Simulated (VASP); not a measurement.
The system is TlPbF3.

```
Tl Pb F
1.0
     3.90562    0.00000    0.00000
     0.00000    3.90562    0.00000
     0.00000    0.00000    3.90562
Tl Pb F
1 1 3
Direct
  0.00000 0.00000 0.00000
  0.50000 0.50000 0.50000
  0.50000 0.50000 0.00000
  0.50000 0.00000 0.50000
  0.00000 0.50000 0.50000
```

```yaml
Program: VASP 6.6.1
Task: relaxation of cell and atoms
Functional: PBEsol
Potentials_or_basis: VASP PAW PBE potentials, release 64 (Tl_d, Pb_d, F)
Cutoff: 600 eV
k_mesh: 6 × 6 × 6
Occupations: fermi-dirac, width 0.03 eV
Spin: no spin polarisation
```

At the start: pressure 100.8 GPa; volume 11.92 Å³/atom.

Question: Where does the relaxation end?

Answer: Over 20 steps the energy falls by 1733.2 meV/atom and the volume is 20.28 Å³/atom (+70.2 %); space group Pm-3m (No. 221, to 0.1 Å) before and after.

The path:
```
step  energy change (eV)  largest force (eV/Å)  pressure (GPa)  volume (Å³)
   1              0.0000                0.0000          100.77        59.58
   2             -4.4236                0.0000          -24.44       150.37
   3             -8.6656                0.0000           -0.39       101.88
   4             -8.6655                0.0000            0.41       100.88
   5             -8.6655                0.0000            0.41       100.89
   6             -8.6656                0.0000            0.39       100.90
   7             -8.6656                0.0000            0.40       100.90
   8             -8.6656                0.0000            0.40       100.90
   9             -8.6656                0.0000            0.40       100.90
  10             -8.6656                0.0000            0.40       100.90
  11             -8.6656                0.0000            0.40       100.90
  12             -8.6656                0.0000            0.40       100.91
  13             -8.6656                0.0000            0.39       100.91
  14             -8.6656                0.0000            0.38       100.92
  15             -8.6657                0.0000            0.36       100.94
  16             -8.6657                0.0000            0.33       100.98
  17             -8.6659                0.0000            0.26       101.06
  18             -8.6661                0.0000            0.13       101.23
  19             -8.6661                0.0000           -0.13       101.55
  20             -8.6662                0.0000            0.00       101.39
```

Final structure:
```cif
data_structure
_symmetry_space_group_name_H-M 'P 1'
_symmetry_Int_Tables_number 1
_cell_length_a 4.6630
_cell_length_b 4.6630
_cell_length_c 4.6630
_cell_angle_alpha 90.000
_cell_angle_beta 90.000
_cell_angle_gamma 90.000
_cell_volume 101.39
loop_
_atom_site_label
_atom_site_type_symbol
_atom_site_fract_x
_atom_site_fract_y
_atom_site_fract_z
_atom_site_occupancy
Tl1 Tl 0.00000 0.00000 0.00000 1
Pb1 Pb 0.50000 0.50000 0.50000 1
F1 F 0.50000 0.50000 0.00000 1
F2 F 0.50000 0.00000 0.50000 1
F3 F 0.00000 0.50000 0.50000 1
```

Caveat: the volume moved by over 15 % at a fixed basis, so the end points are rough; the PAW data sets were made with another functional, which shifts forces and pressure a little.
